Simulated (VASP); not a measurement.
**Hf3TiO8: single point with PBE**

The system is Hf3TiO8.

```
Ti Hf O
1.0
     3.37367   -3.38019    0.00000
     3.37367    3.38019    0.00000
     0.00000    0.00000    6.31733
Ti Hf O
1 3 8
Direct
  0.50000 0.50000 0.00000
  0.00000 0.00000 0.75455
  0.50000 0.50000 0.50000
  0.00000 0.00000 0.24545
  0.20478 0.20478 0.00000
  0.79522 0.79522 0.00000
  0.69076 0.30924 0.76177
  0.30924 0.69076 0.76177
  0.19447 0.19447 0.50000
  0.80553 0.80553 0.50000
  0.69076 0.30924 0.23823
  0.30924 0.69076 0.23823
```

* Program: VASP 6.6.1
* Task: single point
* Functional: PBE
* Potentials or basis: VASP PAW PBE potentials, release 64 (Ti_sv, Hf_pv, O)
* Cutoff: 520 eV
* k mesh: 6 × 6 × 4
* Occupations: fermi-dirac, width 0.02 eV
* Spin: no spin polarisation
* Dipole correction: no
* Further INCAR settings: ALGO = Normal; EDIFF = 1e-06; NBANDS = 57

The pressure is 3.0 GPa. The largest force is 0.169 eV/Å and the band gap on the k mesh is 2.56 eV (least direct gap 2.57 eV).

Forces in eV/Å, atoms in the order of the input:
```
Ti   0.000  0.000  0.000
Hf   0.000  0.000 -0.013
Hf   0.000  0.000  0.000
Hf   0.000  0.000  0.013
O   -0.169  0.000  0.000
O    0.169  0.000  0.000
O    0.000 -0.095 -0.115
O    0.000  0.095 -0.115
O    0.005  0.000  0.000
O   -0.005  0.000  0.000
O    0.000 -0.095  0.115
O    0.000  0.095  0.115
```

Stress tensor (GPa, compression positive):
```
3.12 0.00 0.00
0.00 2.95 0.00
0.00 0.00 2.81
```

Levels at points of the mesh, in eV from the valence-band top:
```
           k point  band 42  band 43  band 44  band 45  band 46  band 47  band 48  band 49
(0.00, 0.00, 0.00)    -0.78    -0.53    -0.46     0.00     2.57     2.94     3.06     3.60
(0.50, 0.00, 0.00)    -1.05    -0.94    -0.70    -0.63     2.70     2.84     2.87     4.46
(0.50, 0.50, 0.00)    -0.97    -0.92    -0.59    -0.50     2.56     2.93     3.06     3.62
(0.00, 0.00, 0.50)    -1.11    -1.00    -0.68    -0.34     2.79     2.85     3.19     4.06
(0.50, 0.00, 0.50)    -0.87    -0.84    -0.66    -0.64     2.94     2.95     3.18     4.80
(0.50, 0.50, 0.50)    -1.40    -1.11    -1.01    -0.99     2.85     2.98     3.24     4.17
```

It took 8.8 min on 1 thread of Intel Xeon 8259CL (shared host), peak memory 0.41 GiB.

Caveat: spin-orbit coupling is left out, which moves the levels of the heavy elements. A k mesh can miss the band edges.
